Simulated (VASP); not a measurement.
Input of a VASP 6.6.1 run:

INCAR

```
SYSTEM = Zn
ALGO     = Normal         ! electronic algorithm
EDIFF    = 1E-6           ! SCF threshold, eV
ENCUT    = 520            ! plane-wave cutoff, eV
GGA      = CA             ! functional
ISIF     = 2              ! what is computed and relaxed
ISMEAR   = -1             ! smearing method
LASPH    = .True.         ! aspherical terms in the spheres
LCHARG   = .True.         ! write CHGCAR
LELF     = .True.         ! ELF
LREAL    = .False.        ! projectors in reciprocal space
LVHAR    = .True.       
LWAVE    = .False.        ! write WAVECAR
NBANDS   = 25             ! bands
NELM     = 80             ! most SCF steps
PREC     = Accurate       ! precision mode
SIGMA    = 0.1            ! smearing width, eV
```

KPOINTS

```
k-points
0
Gamma
  10 10 14
  0 0 0
```

File POSCAR:

```
Zn
1.0
    4.2305594606      0.0000000000      0.0000000000
   -2.1152797303      3.6637719651      0.0000000000
    0.0000000000      0.0000000000      2.5768974339
Zn
3
Direct
    1.0000000000      1.0000000000      0.0000000000
    0.3333333333      0.6666666667      0.5000000000
    0.6666666667      0.3333333333      0.5000000000
```

Potentials or basis: VASP PAW LDA potentials, release 64 (Zn).

The run is started by

```bash
$ cat potpaw_LDA.64/Zn/POTCAR > POTCAR
$ mpirun -np 1 vasp_std > vasp.out
```

Problem. What does it give for the band gap on the k mesh?

Solution. Zero (band 18 reaches 8.55 eV, above the bottom of band 19 at 3.04 eV).

Problem. Predict the pressure.

Solution. 4.9 GPa.

Stress tensor (GPa, compression positive):
```
4.51 0.00 0.00
0.00 4.51 0.00
0.00 0.00 5.53
```
